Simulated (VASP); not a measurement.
Wanted: the native input for a VASP 6.6.1 run.

```
Task                   : relaxation of cell and atoms
Functional             : PBEsol
Potentials or basis    : VASP PAW PBE potentials, release 64 (Re_sv_GW, S)
Cutoff                 : 500 eV
k mesh                 : 8 × 8 × 8
Occupations            : gaussian, width 0.1 eV
Spin                   : no spin polarisation
Dipole correction      : no
Second run             : valence_matched
Further INCAR settings : ALGO = Normal; EDIFF = 1e-07; IBRION = 2; EDIFFG = -0.05; NSW = 100; ISIF = 3
```

The structure of ReS lies in POSCAR:

```
ReS
1.0
    0.0000000000      2.5152718246      2.5152718246
    2.5152718246      0.0000000000      2.5152718246
    2.5152718246      2.5152718246      0.0000000000
Re S
1 1
Direct
    0.0000000000      0.0000000000      0.0000000000
    0.2500000000      0.2500000000      0.2500000000
```

One way to write it, as run:

INCAR

```
PREC = Accurate
ENCUT = 500
EDIFF = 1E-7
ISMEAR = 0
SIGMA = 0.1
LREAL = F
LASPH = T
NELM = 120
ALGO = Normal
ISIF = 3
LWAVE = F
LCHARG = F
GGA = PS
IBRION = 2
NSW = 100
EDIFFG = -0.05
GGA_COMPAT = F
NELMIN = 4
```

KPOINTS

```
regular mesh
0
Gamma
  8 8 8
```

Potentials or basis: VASP PAW PBE potentials, release 64 (Re_sv_GW, S).

The run is started by

```bash
$ cat potpaw_PBE.64/Re_sv_GW/POTCAR potpaw_PBE.64/S/POTCAR > POTCAR
$ mpirun -np 1 vasp_std > vasp.out
```

Results of the run:

```json
{"Relaxed volume": "17.33 Å³/atom", "Relaxed cell": "a = 3.660 Å, b = 3.660 Å, c = 3.660 Å, α = 60.00°, β = 60.00°, γ = 60.00°", "Space group after relaxing (to 0.05 Å)": "F-43m (No. 216)", "Energy gained by relaxing": "82.2 meV/atom", "Ionic steps": "4", "Pressure after relaxing": "-0.1 GPa"}
```

Caveat: the PAW data sets were made with another functional, which shifts forces and pressure a little.

It used 110 s of CPU time on 1 thread of AMD EPYC 7R13 Processor (Zen 3), with other jobs on the host.
